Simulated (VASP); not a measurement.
# Ni (Fm-3m) in VASP: notebook

Ni is run at these levels: PBEsol; tasks: single point.

All numbers are computed with VASP 6.6.1; they aren't measurements. Logs are shortened: lines on timing, memory, paths and dates and some standing lists are left out, and cuts for length are marked.

### Step 1. The cell of the first run

Symmetry: Fm-3m, No. 225, cubic system. Conventional cell: a = 3.524 Å, b = 3.524 Å, c = 3.524 Å, α = 90.00°, β = 90.00°, γ = 90.00°. Within 3.3 Å of Ni (site symmetry m-3m) lie 12 Ni at 2.49 Å.

### Step 2. Single point, PBEsol, collinear spin, ferromagnetic start

The input, INCAR:

```
SYSTEM = Ni
  ALGO = Normal
  EDIFF = 1E-7
  ENCUT = 520
  GGA = PS
  ISIF = 2
  ISMEAR = -1
  ISPIN = 2
  LASPH = .TRUE.
  LCHARG = .FALSE.
  LMAXMIX = 4
  LORBIT = 11
  LREAL = .FALSE.
  LWAVE = .FALSE.
  MAGMOM = 1.4
  NBANDS = 15
  NELM = 150
  NUPDOWN = 1.3
  PREC = Accurate
  SIGMA = 0.1
```

The input, KPOINTS:

```
k-points
0
G
  6 6 6
  0 0 0
```

The input, POSCAR:

```
Ni
1.0
    0.0000000000      1.7619350000      1.7619350000
    1.7619350000      0.0000000000      1.7619350000
    1.7619350000      1.7619350000      0.0000000000
Ni
1
Direct
    0.0000000000      0.0000000000      0.0000000000
```

Potentials or basis: VASP PAW PBE potentials, release 64 (Ni).

Launch:

```
> cat potpaw_PBE.64/Ni/POTCAR > POTCAR
> mpirun -np 1 vasp_std > vasp.out
```

OUTCAR:

```text
SYSTEM = Ni
   EDIFF = 1E-7
   ENCUT = 520
   GGA = PS
   ISIF = 2
   ISMEAR = -1
   ISPIN = 2
   LASPH = .TRUE.
   LORBIT = 11
   LREAL = .FALSE.
   NELM = 150
   NUPDOWN = 1.3
   PREC = Accurate

 ion  position               nearest neighbor table
   1  0.000  0.000  0.000-

  LATTYP: Found a face centered cubic cell.
 ALAT       =     3.5238700000

  Lattice vectors:

 A1 = (   0.0000000000,   1.7619350000,   1.7619350000)
 A2 = (   1.7619350000,   0.0000000000,   1.7619350000)
 A3 = (   1.7619350000,   1.7619350000,   0.0000000000)

Analysis of symmetry for initial positions (statically):
=====================================================================
 Subroutine PRICEL returns:
 Original cell was already a primitive cell.

 Routine SETGRP: Setting up the symmetry group for a
 face centered cubic supercell.

 Subroutine GETGRP returns: Found 48 space group operations
 (whereof 48 operations were pure point group operations)
 out of a pool of 48 trial point group operations.

The static configuration has the point symmetry O_h .

Analysis of symmetry for dynamics (positions and initial velocities):
=====================================================================
 Subroutine PRICEL returns:
 Original cell was already a primitive cell.

 Routine SETGRP: Setting up the symmetry group for a
 face centered cubic supercell.

 Subroutine GETGRP returns: Found 48 space group operations
 (whereof 48 operations were pure point group operations)
 out of a pool of 48 trial point group operations.

The dynamic configuration has the point symmetry O_h .

Analysis of structural, dynamic, and magnetic symmetry:
=====================================================================
 Subroutine PRICEL returns:
 Original cell was already a primitive cell.

 Routine SETGRP: Setting up the symmetry group for a
 face centered cubic supercell.

 Subroutine GETGRP returns: Found 48 space group operations
 (whereof 48 operations were pure point group operations)
 out of a pool of 48 trial point group operations.

The overall configuration has the point symmetry O_h .

 Subroutine INISYM returns: Found 48 space group operations
 (whereof 48 operations are pure point group operations),
 and found     1 'primitive' translations

----------------------------------------------------------------------------------------

                                     Primitive cell

[... 118 lines left out ...]

 Free energy of the ion-electron system (eV)
  ---------------------------------------------------
  ext. energy  EPLUGINS =         0.00000000
  ---------------------------------------------------
  free energy    TOTEN  =        -5.77652761 eV

  energy without entropy =       -5.71698964  energy(sigma->0) =       -5.74675863

 E-fermi :   8.8267     XC(G=0): -13.4383

 val. band max:       10.3693066502   @ k =   0.5000   0.1667   0.0000
 cond. band min:       8.8511846119   @ k =   0.3333   0.1667   0.0000
 fundamental gap:     -1.5181220383
 Fermi energy:        10.7117184096

 spin component 1

 k-point     1 :       0.0000    0.0000    0.0000
  band No.  band energies     occupation
      1      -0.0622      1.00000
      2       6.1335      1.00000
      3       6.1335      1.00000
      4       6.1335      1.00000
      5       7.2428      1.00000
      6       7.2428      1.00000
      7      32.6567      0.00000
      8      36.3886      0.00000
      9      36.3886      0.00000
     10      36.3886      0.00000
     11      39.2103      0.00000
     12      39.2103      0.00000
     13      39.2103      0.00000
     14      42.3696      0.00000
[... 256 lines left out ...]
      1       4.6253      1.00000
      2       4.9389      1.00000
      3       6.4228      1.00000
      4       7.4268      1.00000
      5       8.0253      1.00000
      6      14.1585      0.00000
      7      18.3250      0.00000
      8      19.1366      0.00000
      9      20.8080      0.00000
     10      34.5803      0.00000
     11      37.9190      0.00000
     12      44.5921      0.00000
     13      49.7785      0.00000
     14      54.2637      0.00000
     15      56.9258      0.00000
 Fermi energy:         8.8267295725

 spin component 2

 k-point     1 :       0.0000    0.0000    0.0000
  band No.  band energies     occupation
      1       0.2315      1.00000
      2       7.4220      1.00000
      3       7.4220      1.00000
      4       7.4220      1.00000
      5       8.4644      0.97400
      6       8.4644      0.97400
      7      32.7931      0.00000
      8      36.7273      0.00000
      9      36.7273      0.00000
     10      36.7273      0.00000
     11      39.6802      0.00000
     12      39.6802      0.00000
     13      39.6802      0.00000
     14      42.6384      0.00000
[... 257 lines left out ...]
      2       6.0485      1.00000
      3       7.5651      1.00000
      4       8.6371      0.86950
      5       9.4601      0.00177
      6      14.7137      0.00000
      7      18.9765      0.00000
      8      19.6522      0.00000
      9      21.2611      0.00000
     10      34.9672      0.00000
     11      38.4034      0.00000
     12      44.8859      0.00000
     13      50.4980      0.00000
     14      56.7758      0.00000
     15      57.2015      0.00000

------------------------ aborting loop because EDIFF is reached ----------------------------------------

  FORCE on cell =-STRESS in cart. coord.  units (eV):
  Direction    XX          YY          ZZ          XY          YZ          ZX
  --------------------------------------------------------------------------------------
  -------------------------------------------------------------------------------------
  Total       -0.0827288     -0.0827288     -0.0827288     -0.0000000     -0.0000000      0.0000000
  in kB      -12.1162360    -12.1162360    -12.1162360     -0.0000000     -0.0000000      0.0000000
  external PRESSURE =     -12.1162360 kB  Pullay stress =       0.0000000 kB

 VOLUME and BASIS-vectors are now :
 -----------------------------------------------------------------------------
  energy-cutoff  :      520.00
  volume of cell :       10.94
      direct lattice vectors                 reciprocal lattice vectors
     0.000000000  1.761935000  1.761935000    -0.283778914  0.283778914  0.283778914
     1.761935000  0.000000000  1.761935000     0.283778914 -0.283778914  0.283778914
     1.761935000  1.761935000  0.000000000     0.283778914  0.283778914 -0.283778914

 POSITION                                       TOTAL-FORCE (eV/Angst)
 -----------------------------------------------------------------------------------
      0.00000      0.00000      0.00000         0.000000      0.000000      0.000000
 -----------------------------------------------------------------------------------
    total drift:                               -0.000000     -0.000000     -0.000000

  FREE ENERGIE OF THE ION-ELECTRON SYSTEM (eV)
  ---------------------------------------------------
  free  energy   TOTEN  =        -5.7765276145 eV

  energy  without entropy=       -5.7169896405  energy(sigma->0) =       -5.74675863

 total charge

# of ion       s       p       d       tot
------------------------------------------
    1        0.524   0.552   8.202   9.278

 magnetization (x)

# of ion       s       p       d       tot
------------------------------------------
    1        0.024   0.054   1.187   1.265
```

OSZICAR:

```text
N       E                     dE             d eps       ncg     rms          rms(c)
DAV:   1     0.347715067085E+02    0.34772E+02   -0.41005E+03  1006   0.860E+02
DAV:   2    -0.561633442563E+01   -0.40388E+02   -0.37172E+02  1079   0.169E+02
DAV:   3    -0.717924701872E+01   -0.15629E+01   -0.15459E+01  1135   0.322E+01
DAV:   4    -0.719033879221E+01   -0.11092E-01   -0.11089E-01  1226   0.255E+00
DAV:   5    -0.719049321730E+01   -0.15443E-03   -0.15442E-03  1135   0.274E-01    0.114E+01
DAV:   6    -0.606364439524E+01    0.11268E+01   -0.14726E+01  1366   0.457E+01    0.640E+00
DAV:   7    -0.579712011246E+01    0.26652E+00   -0.15847E+00  1205   0.145E+01    0.257E+00
DAV:   8    -0.578339734709E+01    0.13723E-01   -0.12954E-02  1155   0.793E-01    0.140E+00
DAV:   9    -0.577705175698E+01    0.63456E-02   -0.37352E-03  1453   0.448E-01    0.296E-01
DAV:  10    -0.577657248238E+01    0.47927E-03   -0.96528E-04  1407   0.181E-01    0.657E-02
DAV:  11    -0.577652745027E+01    0.45032E-04   -0.85815E-05  1358   0.883E-02    0.262E-02
DAV:  12    -0.577652796039E+01   -0.51012E-06   -0.12240E-05  1461   0.263E-02    0.122E-02
DAV:  13    -0.577652767657E+01    0.28382E-06   -0.11243E-06  1284   0.133E-02    0.200E-03
DAV:  14    -0.577652761448E+01    0.62091E-07   -0.67384E-08   935   0.274E-03
   1 F= -.57765276E+01 E0= -.57467586E+01  d E =-.595380E-01  mag=     1.3000
```

stdout:

```text
POSCAR found type information on POSCAR Ni
 POSCAR found :  1 types and       1 ions
 scaLAPACK will be used
 -----------------------------------------------------------------------------
|                                                                             |
|                                                                             |
|     You enforced a specific xc type in the INCAR file but a different       |
|     I HOPE YOU KNOW WHAT YOU ARE DOING!                                     |
|                                                                             |
 -----------------------------------------------------------------------------

 LDA part: xc-table for (Slater+PW92), standard interpolation
 POSCAR, INCAR and KPOINTS ok, starting setup
 FFT: planning ... GRIDC
 FFT: planning ... GRID_SOFT
 FFT: planning ... GRID
 WAVECAR not read
 entering main loop
```

Run time: 6.4 s. Hardware: 1 thread of AMD EPYC 9R45 (Zen 5), shared host; peak memory 0.1 GiB.

Results:

| Quantity | Value |
| --- | --- |
| Free energy | -5.7765 eV |
| Pressure | -1.2 GPa |
| Net moment | 1.30 μB per cell |
| Site moments | Ni +1.26 μB |
| Valence electrons inside the program's atomic spheres | Ni 9.28 |

Caveat: the k points lie up to 0.51 Å⁻¹ apart; the PAW data sets were made with another functional, which shifts forces and pressure a little; the total moment is fixed, so each spin has its own Fermi level.

### Step 3. Single point, PBEsol, collinear spin, ferromagnetic start

The input, INCAR:

```
SYSTEM = Ni
PREC = Accurate
ENCUT = 520
EDIFF = 1E-6
ISMEAR = -1
SIGMA = 0.1
LREAL = .False.
LASPH = .True.
NELM = 150
ALGO = Normal
ISIF = 2
LWAVE = .False.
LCHARG = .False.
ISPIN = 2
MAGMOM = 1.82
LORBIT = 11
NUPDOWN = 1.8
LMAXMIX = 4
GGA = PS
NBANDS = 15
```

The input, KPOINTS:

```
Automatic mesh
0
Gamma
  6 6 6
  0 0 0
```

POSCAR is that of step 2.

Potentials or basis: VASP PAW PBE potentials, release 64 (Ni).

Launch:

```
> cat potpaw_PBE.64/Ni/POTCAR > POTCAR
> mpirun -np 1 vasp_std > vasp.out
```

Run time: 5.8 s. Hardware: 1 thread of AMD EPYC 9R45 (Zen 5), shared host; peak memory 0.1 GiB.

The run converged. Its results:

```yaml
Free_energy: -4.8948 eV
Pressure: 10.2 GPa
Net_moment: 1.80 μB per cell
Site_moments: Ni +1.70 μB
Valence_electrons_inside_the_program's_atomic_spheres: Ni 9.25
```

Caveat: the k points lie up to 0.51 Å⁻¹ apart; the PAW data sets were made with another functional, which shifts forces and pressure a little; the total moment is fixed, so each spin has its own Fermi level.
